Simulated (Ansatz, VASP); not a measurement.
# Two plane-wave programs on Si3N

```
Si N
1.0
     3.83334    0.00000    0.00000
     0.00000    5.42117    0.00000
     0.00000    0.00000   22.48776
Si N
6 2
Cartesian
  1.9167 0.0000 4.0000
  0.0000 1.3553 4.0000
  0.0000 2.7316 5.8663
  1.9167 4.0448 5.8663
  1.9167 0.0466 7.6878
  0.0000 1.3087 7.6878
  1.9167 3.6608 10.7878
  1.9167 3.6608 11.8878
```

Alike in both runs: task single point; functional PBE; dispersion D3(BJ); k mesh 7 × 5 × 1; occupations gaussian, width 0.05 eV; no spin polarisation.

```csv
,VASP,Ansatz
version,VASP 6.6.1,Ansatz 0.2.0
potentials or method,"VASP PAW PBE potentials, release 64 (Si, N_h), cutoff 1000 eV","scalar-relativistic, plane waves, PAW"
valence electrons in the cell,34,34
```

Ansatz gave:

| Property | Result |
| --- | --- |
| gap on the k mesh at the Fermi level (eV) | none |
| rms of the force components (eV/Å) | 0.193 |
| work function, face that differs most (eV) | 4.84 |

Task: Which values does VASP return?

Result: gap on the k mesh at the Fermi level (eV): none; rms of the force components (eV/Å): 0.207; work function, face that differs most (eV): 4.84.

Atom by atom the forces differ by 0.023 eV/Å (rms over components). A gap of «none» marks a metal or a gap that the smearing closes.
